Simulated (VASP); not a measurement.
Write the native input for VASP 6.6.1 that does the following.

* Task: single point
* Functional: PBEsol
* Potentials or basis: VASP PAW PBE potentials, release 64 (C)
* Cutoff: 520 eV
* k mesh: 4 × 4 × 4
* Occupations: fermi-dirac, width 0.17 eV
* Spin: no spin polarisation
* Dipole correction: no
* Further INCAR settings: LREAL = Auto; ALGO = Normal; EDIFF = 1e-07; NBANDS = 46

The structure of C lies in POSCAR:

```
C
1.0
    0.0000000000      3.6852400000      3.6852400000
    3.6852400000      0.0000000000      3.6852400000
    3.6852400000      3.6852400000      0.0000000000
C
16
Direct
    0.0189675571      0.0064853307     -0.0173937111
    0.1431114391      0.1495967698      0.0865886618
   -0.0162947325     -0.0286412825      0.5193555915
    0.1149450239      0.0948106501      0.6388457740
    0.0171630613      0.5046482726     -0.0048436465
    0.1337497694      0.6168119308      0.1558107477
    0.0070144685      0.4781371091      0.5027488033
    0.1323794380      0.6237721288      0.6290906427
    0.5021246920      0.0465505639     -0.0362391595
    0.6032442935      0.1597453626      0.1221087365
    0.4761562341     -0.0190082600      0.5082029936
    0.6081286429      0.1109290033      0.6339342892
    0.5035221587      0.5072396913      0.0024421747
    0.6262957094      0.6350604031      0.1262740012
    0.4967519076      0.4865219090      0.5114320913
    0.6327539048      0.6273811204      0.6216013068
```

One way to write it, as run:

INCAR

```
ALGO     = Normal         # electronic algorithm
EDIFF    = 1E-7           # SCF threshold, eV
ENCUT    = 520            # plane-wave cutoff, eV
GGA      = PS             # functional
ISIF     = 2              # what is computed and relaxed
ISMEAR   = -1             # smearing method
LASPH    = True           # aspherical terms in the spheres
LCHARG   = True           # write CHGCAR
LELF     = True           # ELF
LREAL    = Auto         
LVHAR    = True         
LWAVE    = False          # write WAVECAR
NBANDS   = 46             # bands
NELM     = 60             # most SCF steps
PREC     = Accurate       # precision mode
SIGMA    = 0.17           # smearing width, eV
```

KPOINTS

```
k-points
0
Gamma
  4 4 4
```

Potentials or basis: VASP PAW PBE potentials, release 64 (C).

Launch:

```bash
$ cat potpaw_PBE.64/C/POTCAR > POTCAR
$ mpirun -np 1 vasp_std > vasp.out
```

Results of the run:

```yaml
Pressure: -31.5 GPa
Largest_force: 6.990 eV/Å
Band_gap_on_the_k_mesh: 2.27 eV
```

Caveat: the cell stands under tension; the PAW data sets were made with another functional, which shifts forces and pressure a little.

Run time: 5.3 min on 1 thread of Intel(R) Xeon(R) Platinum 8559C (Emerald Rapids), on a shared host, peak memory 0.28 GiB.
